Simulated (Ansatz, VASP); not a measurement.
## FeSi: VASP beside Ansatz

```
Fe Si
1.0
     4.53527    0.00000    0.00000
     0.00000    4.53527    0.00000
     0.00000    0.00000    4.53527
Fe Si
4 4
Cartesian
  0.6025 0.6025 0.6025
  1.6651 3.9328 2.8701
  2.8701 1.6651 3.9328
  3.9328 2.8701 1.6651
  3.8066 3.8066 3.8066
  2.9963 0.7287 1.5390
  1.5390 2.9963 0.7287
  0.7287 1.5390 2.9963
```

Alike in both runs: functional PBE; k mesh 8 × 8 × 8; occupations gaussian, width 0.01 eV; no spin polarisation.

Ansatz relaxed the structure, and its values are those at the end. VASP's run is a single point on that final structure, the one shown.

|  | VASP | Ansatz |
| --- | --- | --- |
| version | VASP 6.6.1 | Ansatz 0.2.0 |
| potentials or method | VASP PAW PBE potentials, release 64 (Fe, Si), cutoff 520 eV | scalar-relativistic, plane waves, PAW |
| valence electrons in the cell | 48 | 80 |

```tsv
	VASP	Ansatz	Ansatz less VASP
gap on the k mesh at the Fermi level (eV)	0.16	0.17	+0.009
least direct gap on the mesh (eV)	0.18	0.18	+0.007
pressure (GPa)	-10.9	-11.0	-0.14
rms of the force components (eV/Å)	0.013	0.001	-0.0119
```

VASP's potentials hold 48 valence electrons a cell and Ansatz's 80, so a difference there can come from the potentials and not from the codes. Ansatz's warnings: stress scf threshold loose.
